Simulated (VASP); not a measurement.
# CdTe (I-4m2) in VASP: notebook

The runs below take CdTe through single point, with PBEsol.

Everything below comes from runs of VASP 6.6.1. Logs are shortened: lines on timing, memory, paths and dates and some standing lists are left out, and cuts for length are marked.

## 1. The cell of the first run

It takes space group I-4m2 (No. 119, tetragonal). The conventional cell has a = 4.680 Å, b = 4.680 Å, c = 6.313 Å, α = 90.00°, β = 90.00°, γ = 90.00°. Within 3.7 Å of Cd (site symmetry -4m2) lie 4 Te at 2.82 Å. Te (site symmetry -4m2) has 4 Cd at 2.82 Å within 3.7 Å.

## 2. Single point, PBEsol (in-plane strain +0.02, then relaxed in part)

INCAR reads:

```
SYSTEM = CdTe
ALGO = Normal
EDIFF = 1E-6
ENCUT = 520
GGA = PS
ISIF = 2
ISMEAR = 0
LASPH = .True.
LCHARG = .False.
LREAL = .False.
LWAVE = .False.
NBANDS = 16
NELM = 60
PREC = Accurate
SIGMA = 0.01
```

KPOINTS reads:

```
k-points
0
Gamma
  6 6 6
  0 0 0
```

POSCAR reads:

```
CdTe
1.0
    3.3095987339      3.3095987339      0.0000000000
   -3.3095987339      3.3095987339      0.0000000000
    0.0000000000      3.3095987339      3.1563388381
Cd Te
1 1
Direct
    0.0000000000      0.0000000000      0.0000000000
    0.7500000000      0.2500000000      0.5000000000
```

Potentials or basis: VASP PAW PBE potentials, release 64 (Cd, Te).

Command:

```bash
cat potpaw_PBE.64/Cd/POTCAR potpaw_PBE.64/Te/POTCAR > POTCAR
mpirun -np 1 vasp_std > vasp.out
```

OUTCAR:

```text
SYSTEM = CdTe
   EDIFF = 1E-6
   ENCUT = 520
   GGA = PS
   ISIF = 2
   ISMEAR = 0
   LASPH = .True.
   LREAL = .False.
   NELM = 60
   PREC = Accurate

 ion  position               nearest neighbor table
   1  0.000  0.000  0.000-   2 2.82   2 2.82   2 2.82   2 2.82
   2  0.750  0.250  0.500-   1 2.82   1 2.82   1 2.82   1 2.82

  LATTYP: Found a body centered tetragonal cell.
 ALAT       =     4.6804794155
 C/A-ratio  =     1.3487245890

  Lattice vectors:

 A1 = (   3.3095987339,   0.0000000000,  -3.1563388381)
 A2 = (  -3.3095987339,   0.0000000000,  -3.1563388381)
 A3 = (   0.0000000000,   3.3095987339,   3.1563388381)

Analysis of symmetry for initial positions (statically):
=====================================================================
 Subroutine PRICEL returns:
 Original cell was already a primitive cell.

 Routine SETGRP: Setting up the symmetry group for a
 body centered tetragonal supercell.

 Subroutine GETGRP returns: Found  8 space group operations
 (whereof  8 operations were pure point group operations)
 out of a pool of 16 trial point group operations.

The static configuration has the point symmetry D_2d.

Analysis of symmetry for dynamics (positions and initial velocities):
=====================================================================
 Subroutine PRICEL returns:
 Original cell was already a primitive cell.

 Routine SETGRP: Setting up the symmetry group for a
 body centered tetragonal supercell.

 Subroutine GETGRP returns: Found  8 space group operations
 (whereof  8 operations were pure point group operations)
 out of a pool of 16 trial point group operations.

The dynamic configuration has the point symmetry D_2d.

 Subroutine INISYM returns: Found  8 space group operations
 (whereof  8 operations are pure point group operations),
 and found     1 'primitive' translations

----------------------------------------------------------------------------------------

                                     Primitive cell

  volume of cell :      69.1456

  direct lattice vectors                    reciprocal lattice vectors
     3.309598734  3.309598734  0.000000000     0.151075716  0.151075716 -0.158411383
    -3.309598734  3.309598734  0.000000000    -0.151075716  0.151075716 -0.158411383
     0.000000000  3.309598734  3.156338838     0.000000000  0.000000000  0.316822766

  length of vectors
     4.680479415  4.680479415  4.573392465     0.265973515  0.265973515  0.316822766

  position of ions in fractional coordinates (direct lattice)
     0.000000000  0.000000000  0.000000000
     0.750000000  0.250000000  0.500000000

  ion indices of the primitive-cell ions
   primitive index   ion index
                 1           1
                 2           2

----------------------------------------------------------------------------------------

 KPOINTS: k-points

Automatic generation of k-mesh.
 Grid dimensions read from file:
 generate k-points for:    6    6    6

 Generating k-lattice:

  Cartesian coordinates                     Fractional coordinates (reciprocal lattice)
     0.025179286  0.025179286 -0.026401897     0.166666667  0.000000000  0.000000000
    -0.025179286  0.025179286 -0.026401897     0.000000000  0.166666667  0.000000000
     0.000000000  0.000000000  0.052803794     0.000000000  0.000000000  0.166666667

  Length of vectors
     0.044328919  0.044328919  0.052803794

  Shift w.r.t. Gamma in fractional coordinates (k-lattice)
     0.000000000  0.000000000  0.000000000

 Subroutine IBZKPT returns following result:
 ===========================================

 Found     30 irreducible k-points:

 Following reciprocal coordinates:
            Coordinates               Weight
  0.000000  0.000000  0.000000      1.000000
  0.166667  0.000000 -0.000000      8.000000
  0.333333  0.000000  0.000000      8.000000
  0.500000  0.000000  0.000000      4.000000
  0.166667  0.166667 -0.000000      8.000000
  0.333333  0.166667  0.000000     16.000000
[... 16 lines left out ...]
 -0.333333 -0.333333  0.166667      4.000000
 -0.166667 -0.333333  0.166667     16.000000
 [... further k-points ...]
   k-points           NKPTS =     30   k-points in BZ     NKDIM =     30   number of bands    NBANDS=     16
   number of dos      NEDOS =    301   number of ions     NIONS =      2
   total plane-waves  NPLWV =  46656
   dimension x,y,z NGX =    36 NGY =   36 NGZ =   36
   dimension x,y,z NGXF=    72 NGYF=   72 NGZF=   72
   ions per type =               1   1
   NGX,Y,Z   is equivalent  to a cutoff of  12.79, 12.79, 13.09 a.u.
   NGXF,Y,Z  is equivalent  to a cutoff of  25.57, 25.57, 26.17 a.u.
 SYSTEM =  CdTe
   PREC   = accura    normal or accurate (medium, high low for compatibility)
   ISTART =      0    job   : 0-new  1-cont  2-samecut
   ICHARG =      2    charge: 1-file 2-atom 10-const
   ISPIN  =      1    spin polarized calculation?
   LNONCOLLINEAR =      F non collinear calculations
   LSORBIT =      F    spin-orbit coupling
   LASPH  =      T    aspherical Exc in radial PAW
   ENCUT  =  520.0 eV  38.22 Ry    6.18 a.u.   8.70  8.70  8.50*2*pi/ulx,y,z
   NELM   =     60;   NELMIN=  2; NELMDL= -5     # of ELM steps
   EDIFF  = 0.1E-05   stopping-criterion for ELM
   LREAL  =      F    real-space projection
   EDIFFG = 0.1E-04   stopping-criterion for IOM
   NSW    =      0    number of steps for IOM
   IBRION =     -1    ionic relax: 0-MD 1-quasi-New 2-CG
   NFREE  =      0    steps in history (QN), initial steepest desc. (CG)
   ISIF   =      2    stress and relaxation
   ISYM   =      2    0-nonsym 1-usesym 2-fastsym
   POTIM  = 0.5000    time-step for ionic-motion
   TEBEG  =    0.0;   TEEND  =   0.0 temperature during run
   PSTRESS=    0.0 pullay stress
   NELECT =      18.0000    total number of electrons
   NUPDOWN=      -1.0000    fix difference up-down
   EMIN   =  10.00;   EMAX   =-10.00  energy-range for DOS
   EFERMI =   0.00;   METHOD = LEGACY
   ISMEAR =     0;   SIGMA  =   0.01  broadening in eV -4-tet -1-fermi 0-gaus
   EFERMI_NEDOS =   21; number of points for ismear=-14 and -15
   IALGO  =     38    algorithm
   IMIX   =      4    mixing-type and parameters
     AMIX     =   0.40;   BMIX     =  1.00
     AMIX_MAG =   1.60;   BMIX_MAG =  1.00
  volume/ion in A,a.u.               =      34.57       233.31
  Fermi-wavevector in a.u.,A,eV,Ry     =   1.045308  1.975346 14.866659  1.092669
  Thomas-Fermi vector in A             =   2.180098
   LORBIT       =      0    0 simple, 1 ext, 2 COOP (PROOUT), +10 PAW based schemes
   GGA     = PS    functional components
   LHFCALC =     F    Hartree Fock is set to
   AEXX    =    0.0000 exact exchange contribution
   IVDW    =     0    specifies the selected vdW correction
   LEPSILON=     F    determine dielectric tensor
   LRPA    =     F    only Hartree local field effects (RPA)
 non-spin polarized calculation
 Gauss-broadening in eV      SIGMA  =   0.01
  energy-cutoff  :      520.00
  volume of cell :       69.15
 maximum number of plane-waves:      1883
   NGX = 17   NGY = 17   NGZ = 17

 number of electron      18.0000002 magnetization

 Free energy of the ion-electron system (eV)
  ---------------------------------------------------
  ext. energy  EPLUGINS =         0.00000000
  ---------------------------------------------------
  free energy    TOTEN  =        -5.47787897 eV

  energy without entropy =       -5.47787897  energy(sigma->0) =       -5.47787897

 E-fermi :   2.2246     XC(G=0):  -8.7114

 val. band max:        2.1628361222   @ k =   0.0000   0.0000   0.0000
 cond. band min:       2.6760226391   @ k =   0.0000   0.0000   0.0000
 fundamental gap:      0.5131865169
 Fermi energy:         2.2245562778

 k-point     1 :       0.0000    0.0000    0.0000
  band No.  band energies     occupation
      1      -9.0469      2.00000
      2      -6.1357      2.00000
      3      -6.1357      2.00000
      4      -6.1254      2.00000
      5      -5.8848      2.00000
      6      -5.8767      2.00000
[... 8 lines left out ...]
     15      11.0618      0.00000
     16      11.6309      0.00000

 k-point     2 :       0.1667    0.0000   -0.0000
  band No.  band energies     occupation
      1      -8.9485      2.00000
      2      -6.1180      2.00000
      3      -6.1112      2.00000
      4      -6.0526      2.00000
      5      -5.8845      2.00000
      6      -5.8787      2.00000
[... 8 lines left out ...]
     15      10.3089      0.00000
     16      10.7322      0.00000

 k-point     3 :       0.3333    0.0000    0.0000
  band No.  band energies     occupation
      1      -8.7510      2.00000
      2      -6.0885      2.00000
      3      -6.0786      2.00000
      4      -5.8824      2.00000
      5      -5.8766      2.00000
      6      -5.7827      2.00000
[... 8 lines left out ...]
     15      10.9098      0.00000
     16      10.9214      0.00000

 k-point     4 :       0.5000    0.0000    0.0000
  band No.  band energies     occupation
      1      -8.6539      2.00000
      2      -6.0776      2.00000
      3      -6.0654      2.00000
      4      -5.8771      2.00000
      5      -5.8681      2.00000
      6      -5.5482      2.00000
[... 8 lines left out ...]
     15      12.1294      0.00000
     16      12.4520      0.00000
[... 324 lines left out ...]
 k-point    22 :      -0.1667    0.5000    0.1667
  band No.  band energies     occupation
      1      -8.6288      2.00000
      2      -6.0476      2.00000
      3      -6.0254      2.00000
      4      -5.9169      2.00000
      5      -5.8709      2.00000
      6      -5.5939      2.00000
[... 8 lines left out ...]
     15      11.9541      0.00000
     16      13.1433      0.00000

 k-point    23 :      -0.3333   -0.3333    0.1667
  band No.  band energies     occupation
      1      -8.5365      2.00000
      2      -6.0158      2.00000
      3      -5.9974      2.00000
      4      -5.9213      2.00000
      5      -5.8725      2.00000
      6      -5.3682      2.00000
[... 8 lines left out ...]
     15      13.3310      0.00000
     16      13.3682      0.00000

 k-point    24 :      -0.1667   -0.3333    0.1667
  band No.  band energies     occupation
      1      -8.5628      2.00000
      2      -6.0371      2.00000
      3      -6.0150      2.00000
      4      -5.9075      2.00000
      5      -5.8773      2.00000
      6      -5.3976      2.00000
[... 8 lines left out ...]
     15      12.5035      0.00000
     16      13.3586      0.00000

 [... further k-points ...]
[... 5 lines left out ...]
  --------------------------------------------------------------------------------------
  -------------------------------------------------------------------------------------
  Total       -0.2602579     -0.2602579      0.0657825      0.0000000      0.0000000     -0.0000000
  in kB       -6.0304567     -6.0304567      1.5242525      0.0000000      0.0000000     -0.0000000
  external PRESSURE =      -3.5122203 kB  Pullay stress =       0.0000000 kB

 VOLUME and BASIS-vectors are now :
 -----------------------------------------------------------------------------
  energy-cutoff  :      520.00
  volume of cell :       69.15
      direct lattice vectors                 reciprocal lattice vectors
     3.309598734  3.309598734  0.000000000     0.151075716  0.151075716 -0.158411383
    -3.309598734  3.309598734  0.000000000    -0.151075716  0.151075716 -0.158411383
     0.000000000  3.309598734  3.156338838     0.000000000  0.000000000  0.316822766

 POSITION                                       TOTAL-FORCE (eV/Angst)
 -----------------------------------------------------------------------------------
      0.00000      0.00000      0.00000        -0.000000      0.000000      0.000000
      1.65480      4.96440      1.57817         0.000000     -0.000000      0.000000
 -----------------------------------------------------------------------------------
    total drift:                                0.000000      0.000000     -0.000000

  FREE ENERGIE OF THE ION-ELECTRON SYSTEM (eV)
  ---------------------------------------------------
  free  energy   TOTEN  =        -5.4778789723 eV

  energy  without entropy=       -5.4778789723  energy(sigma->0) =       -5.47787897
```

Wall time 31 s (1 thread of AMD EPYC 7R13 (Zen 3), shared host); peak memory 0.19 GiB.

Results:

| Property | Result |
| --- | --- |
| Free energy | -5.4779 eV |
| Pressure | -0.4 GPa |
| Band gap on the k mesh | 0.51 eV, direct |

Levels at points of the mesh, in eV from the valence-band top:
```
           k point  band 6  band 7  band 8  band 9  band 10  band 11  band 12  band 13
(0.00, 0.00, 0.00)   -8.04   -0.14   -0.14    0.00     0.51     4.47     4.48     4.48
(0.50, 0.00, 0.00)   -7.71   -4.47   -0.96   -0.74     1.61     4.91     5.21     6.84
(0.50, 0.50, 0.00)   -7.61   -4.44   -1.88   -1.82     2.49     2.63     8.41     8.67
(0.00, 0.00, 0.50)   -7.53   -4.21   -2.05   -2.05     2.27     2.32     8.76     8.89
```

Caveat: the cell differs from its parent crystal (in-plane strain +0.02, then relaxed in part); the PAW data sets were made with another functional, which shifts forces and pressure a little; spin-orbit coupling is left out, which moves the levels of the heavy elements.

## 3. Single point, PBEsol (in-plane strain +0.02)

INCAR reads:

```
SYSTEM = CdTe
ALGO = Normal
EDIFF = 1E-6
ENCUT = 520
GGA = PS
ISIF = 2
ISMEAR = 0
LASPH = .TRUE.
LCHARG = .TRUE.
LELF = .TRUE.
LREAL = .FALSE.
LVHAR = .TRUE.
LWAVE = .FALSE.
NBANDS = 16
NELM = 80
PREC = Accurate
SIGMA = 0.01
```

KPOINTS reads:

```
k-points
0
G
  6 6 6
  0 0 0
```

Changes to POSCAR since step 2:

```diff
@@ -4,3 +4,3 @@
    -3.3095987339      3.3095987339      0.0000000000
-    0.0000000000      3.3095987339      3.1563388381
+    0.0000000000      3.3095987339      3.2057681854
 Cd Te
```

Potentials or basis: VASP PAW PBE potentials, release 64 (Cd, Te).

Command:

```bash
cat potpaw_PBE.64/Cd/POTCAR potpaw_PBE.64/Te/POTCAR > POTCAR
mpirun -np 1 vasp_std > vasp.out
```

OUTCAR:

```text
SYSTEM = CdTe
   EDIFF = 1E-6
   ENCUT = 520
   GGA = PS
   ISIF = 2
   ISMEAR = 0
   LASPH = .TRUE.
   LREAL = .FALSE.
   NELM = 80
   PREC = Accurate

 ion  position               nearest neighbor table
   1  0.000  0.000  0.000-   2 2.84   2 2.84   2 2.84   2 2.84
   2  0.750  0.250  0.500-   1 2.84   1 2.84   1 2.84   1 2.84

  LATTYP: Found a body centered tetragonal cell.
 ALAT       =     4.6804794155
 C/A-ratio  =     1.3698460781

  Lattice vectors:

 A1 = (   3.3095987339,   0.0000000000,  -3.2057681854)
[... 626 lines left out ...]
      4      -6.0022      2.00000
      5      -5.9745      2.00000
      6      -5.5139      2.00000
[... 8 lines left out ...]
     15      12.2901      0.00000
     16      13.1007      0.00000

 [... further k-points ...]
[... 5 lines left out ...]
  --------------------------------------------------------------------------------------
  -------------------------------------------------------------------------------------
  Total       -0.4835205     -0.4835205     -0.2475264      0.0000000      0.0000000      0.0000000
  in kB      -11.0309439    -11.0309439     -5.6470194      0.0000000      0.0000000      0.0000000
  external PRESSURE =      -9.2363024 kB  Pullay stress =       0.0000000 kB

 VOLUME and BASIS-vectors are now :
 -----------------------------------------------------------------------------
  energy-cutoff  :      520.00
  volume of cell :       70.23
      direct lattice vectors                 reciprocal lattice vectors
     3.309598734  3.309598734  0.000000000     0.151075716  0.151075716 -0.155968857
    -3.309598734  3.309598734  0.000000000    -0.151075716  0.151075716 -0.155968857
     0.000000000  3.309598734  3.205768185     0.000000000  0.000000000  0.311937714

 POSITION                                       TOTAL-FORCE (eV/Angst)
 -----------------------------------------------------------------------------------
      0.00000      0.00000      0.00000        -0.000000     -0.000000      0.000000
      1.65480      4.96440      1.60288         0.000000      0.000000      0.000000
 -----------------------------------------------------------------------------------
    total drift:                                0.000001      0.000000      0.000000

  FREE ENERGIE OF THE ION-ELECTRON SYSTEM (eV)
  ---------------------------------------------------
  free  energy   TOTEN  =        -5.4764869249 eV

  energy  without entropy=       -5.4764869249  energy(sigma->0) =       -5.47648692
```

stdout:

```text
POSCAR found type information on POSCAR CdTe
 POSCAR found :  2 types and       2 ions
 scaLAPACK will be used
 -----------------------------------------------------------------------------
|                                                                             |
|                                                                             |
|     You enforced a specific xc type in the INCAR file but a different       |
|     I HOPE YOU KNOW WHAT YOU ARE DOING!                                     |
|                                                                             |
 -----------------------------------------------------------------------------

 LDA part: xc-table for (Slater+PW92), standard interpolation
 POSCAR, INCAR and KPOINTS ok, starting setup
 FFT: planning ... GRIDC
 FFT: planning ... GRID_SOFT
 FFT: planning ... GRID
 WAVECAR not read
 entering main loop
```

Run time: 32 s. Hardware: 1 thread of AMD EPYC 7R13 (Zen 3), shared host; peak memory 0.19 GiB.

What came out:

- Free energy: -5.4765 eV
- Pressure: -0.9 GPa
- Band gap on the k mesh: 0.50 eV, direct

Levels at points of the mesh, in eV from the valence-band top:
```csv
k point,band 6,band 7,band 8,band 9,band 10,band 11,band 12,band 13
"(0.00, 0.00, 0.00)",-7.97,-0.10,-0.10,0.00,0.50,4.50,4.51,4.51
"(0.50, 0.00, 0.00)",-7.65,-4.36,-0.87,-0.73,1.63,4.99,5.18,6.85
"(0.50, 0.50, 0.00)",-7.55,-4.31,-1.82,-1.77,2.53,2.62,8.41,8.71
"(0.00, 0.00, 0.50)",-7.50,-4.16,-1.93,-1.93,2.38,2.42,8.63,8.84
```

Caveat: the cell differs from its parent crystal (in-plane strain +0.02); the PAW data sets were made with another functional, which shifts forces and pressure a little; spin-orbit coupling is left out, which moves the levels of the heavy elements.
